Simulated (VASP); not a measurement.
A run of VASP 6.6.1 is set up as follows.

File INCAR:

```
PREC     = Accurate       # precision mode
ENCUT    = 520            # plane-wave cutoff, eV
EDIFF    = 1E-7           # SCF threshold, eV
ISMEAR   = 0              # smearing method
SIGMA    = 0.1            # smearing width, eV
LREAL    = F              # projectors in reciprocal space
LASPH    = T              # aspherical terms in the spheres
NELM     = 60             # most SCF steps
ALGO     = Normal         # electronic algorithm
ISIF     = 2              # what is computed and relaxed
LWAVE    = F              # write WAVECAR
LCHARG   = F              # write CHGCAR
GGA      = PE             # functional
NBANDS   = 25             # bands
```

KPOINTS

```
regular mesh
0
Gamma
  4 4 2
```

The input POSCAR:

```
InBS3
1.0
    5.0596430245      0.0000000000      0.0000000000
    0.0000000000      5.0596430245      0.0000000000
    0.0000000000      0.0000000000      4.9916524888
In B S
1 1 3
Direct
    0.0000000000      0.0000000000      0.0000000000
    0.5000000000      0.5000000000      0.5000000000
    0.0000000000      0.0000000000      0.5000000000
    0.0000000000      0.5000000000      0.0000000000
    0.5000000000      0.0000000000      0.0000000000
```

Potentials or basis: VASP PAW PBE potentials, release 64 (In_d, B, S).

Command:

```bash
$ cat potpaw_PBE.64/In_d/POTCAR potpaw_PBE.64/B/POTCAR potpaw_PBE.64/S/POTCAR > POTCAR
$ mpirun -np 1 vasp_std > vasp.out
```

**Question.** Estimate the band gap on the k mesh.

**Answer.** Zero (band 17 reaches 2.46 eV, above the bottom of band 18 at 1.45 eV).

**Question.** Estimate the pressure.

**Answer.** -0.2 GPa.

Stress tensor (GPa, compression positive):
```
-0.25  0.00  0.00
 0.00 -0.25  0.00
 0.00  0.00 -0.07
```

Caveat: the k points lie up to 0.63 Å⁻¹ apart; spin-orbit coupling is left out, which moves the levels of the heavy elements.
